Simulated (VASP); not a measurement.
A run of VASP 6.6.1 is set up as follows.

Contents of INCAR:

```
PREC = Accurate
ENCUT = 600
EDIFF = 1E-7
ISMEAR = 0
SIGMA = 0.1
LREAL = F
LASPH = T
NELM = 100
ALGO = Fast
ISIF = 3
LWAVE = F
LCHARG = F
GGA = PE
IBRION = 2
NSW = 80
EDIFFG = -0.015
```

KPOINTS

```
regular mesh
0
Gamma
  8 8 8
```

The input POSCAR:

```
Na
1.0
    0.0000000000     -4.2897293206      4.0360866804
   -4.2897293206      0.0000000000     -4.0360866804
    4.2897293206      0.0000000000     -4.0360866804
Na
4
Direct
    0.5000000000      0.7500000000      0.2500000000
    0.0000000000      0.5000000000      0.5000000000
    0.5000000000      0.2500000000      0.7500000000
    0.0000000000      0.0000000000      0.0000000000
```

Potentials or basis: VASP PAW PBE potentials, release 64 (Na_pv).

The run is started by

```sh
$ cat potpaw_PBE.64/Na_pv/POTCAR > POTCAR
$ mpirun -np 1 vasp_std > vasp.out
```

Question: What does it give for the band gap on the k mesh?

Answer: Zero (band 14 reaches 3.02 eV, above the bottom of band 15 at -0.47 eV).

Question: Estimate the relaxed volume.

Answer: 37.08 Å³/atom.

Question: What does it give for the space group after relaxing (to 0.05 Å)?

Answer: I4/mmm (No. 139).

Stress tensor (GPa, compression positive):
```
-0.04  0.00  0.00
 0.00 -0.04  0.00
 0.00  0.00  0.05
```
